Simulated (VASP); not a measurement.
Si, 4 atoms in the cell. It takes space group P6_3/mmc (No. 194, hexagonal). The conventional cell has a = 4.138 Å, b = 4.138 Å, c = 6.839 Å, α = 90.00°, β = 90.00°, γ = 120.00°. Si (site symmetry 3m) has 4 Si at 2.54 to 2.56 Å within 3.4 Å.  This cell differs from its parent crystal: strain +0.080 along x and y, +0.080 along z.

```yaml
Program: VASP 6.6.1
Task: single point
Functional: r2SCAN
Potentials_or_basis: VASP PAW PBE potentials, release 64 (Si)
Cutoff: 520 eV
k_mesh: 12 × 12 × 6
Occupations: gaussian, width 0.05 eV
Spin: no spin polarisation
Dipole_correction: no
Further_INCAR_settings: ALGO = Normal; EDIFF = 1e-06; NBANDS = 16
```

Potentials or basis: VASP PAW PBE potentials, release 64 (Si).

Launch:

```sh
$ cat potpaw_PBE.64/Si/POTCAR > POTCAR
$ cp INCAR.step1 INCAR
$ mpirun -np 1 vasp_std > vasp.out
$ cp INCAR.step2 INCAR
$ mpirun -np 1 vasp_std > vasp.out
```

Hardware: 1 thread of Intel(R) Xeon(R) Platinum 8488C (Sapphire Rapids), with other jobs on the host.

**Question.** Estimate the wall time of this run.

**Answer.** Wall time 3 min on 1 thread of Intel(R) Xeon(R) Platinum 8488C (Sapphire Rapids), on a shared host, peak memory 0.27 GiB. Counts: k points 76.
